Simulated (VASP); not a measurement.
Input of a VASP 6.6.1 run:

Contents of POSCAR:

```
BiB2N
1.0
    2.8432432186      0.0000000000      0.0000000000
    0.0000000000      2.8432432186      0.0000000000
    0.0000000000      0.0000000000      6.4928370260
N B Bi
1 2 1
Direct
    0.0000000000      0.0000000000      0.0000000000
    0.0000000000      0.5000000000      0.8810713333
    0.5000000000      0.0000000000      0.1189286667
    0.5000000000      0.5000000000      0.5000000000
```

The input INCAR.step1:

```
SYSTEM = BiB2N
ALGO     = Normal         ! electronic algorithm
EDIFF    = 1E-4           ! SCF threshold, eV
ENCUT    = 600            ! plane-wave cutoff, eV
GGA      = PE             ! functional
ISMEAR   = -1             ! smearing method
LASPH    = .True.         ! aspherical terms in the spheres
LCHARG   = .False.        ! write CHGCAR
LREAL    = .False.        ! projectors in reciprocal space
LWAVE    = .True.         ! write WAVECAR
NELM     = 60             ! most SCF steps
PREC     = Accurate       ! precision mode
SIGMA    = 0.02           ! smearing width, eV
```

The input INCAR.step2:

```
SYSTEM = BiB2N
ALGO     = Normal         ! electronic algorithm
EDIFF    = 1E-6           ! SCF threshold, eV
EDIFFG   = -0.005         ! ionic threshold
ENCUT    = 600            ! plane-wave cutoff, eV
IBRION   = 2              ! ionic algorithm
ISIF     = 3              ! what is computed and relaxed
ISMEAR   = -1             ! smearing method
ISTART   = 1            
LASPH    = .True.         ! aspherical terms in the spheres
LCHARG   = .False.        ! write CHGCAR
LMIXTAU  = .True.       
LREAL    = .False.        ! projectors in reciprocal space
LWAVE    = .False.        ! write WAVECAR
METAGGA  = R2SCAN         ! meta-GGA
NELM     = 60             ! most SCF steps
NSW      = 80             ! ionic steps
PREC     = Accurate       ! precision mode
SIGMA    = 0.02           ! smearing width, eV
```

Contents of KPOINTS:

```
k-points
0
Gamma
  8 8 4
  0 0 0
```

Potentials or basis: VASP PAW PBE potentials, release 64 (N, B, Bi_d).

Command:

```bash
$ cat potpaw_PBE.64/N/POTCAR potpaw_PBE.64/B/POTCAR potpaw_PBE.64/Bi_d/POTCAR > POTCAR
$ cp INCAR.step1 INCAR
$ mpirun -np 1 vasp_std > vasp.out
$ cp INCAR.step2 INCAR
$ mpirun -np 1 vasp_std > vasp.out
```

What does it give for the band gap on the k mesh?

Zero (bands 13 and 14 overlap by 3.95 eV).

Estimate the relaxed volume.

13.07 Å³/atom.

Step by step:
```csv
step,energy change (eV),largest force (eV/Å),pressure (GPa),volume (Å³)
1,0.0000,0.1035,-1.08,52.49
2,-0.0020,0.0419,1.23,51.82
3,-0.0030,0.0129,0.36,52.06
4,-0.0036,0.0080,0.12,52.20
5,-0.0037,0.0049,0.01,52.27
```

Caveat: the PAW data sets were made with another functional, which shifts forces and pressure a little; spin-orbit coupling is left out, which moves the levels of the heavy elements.
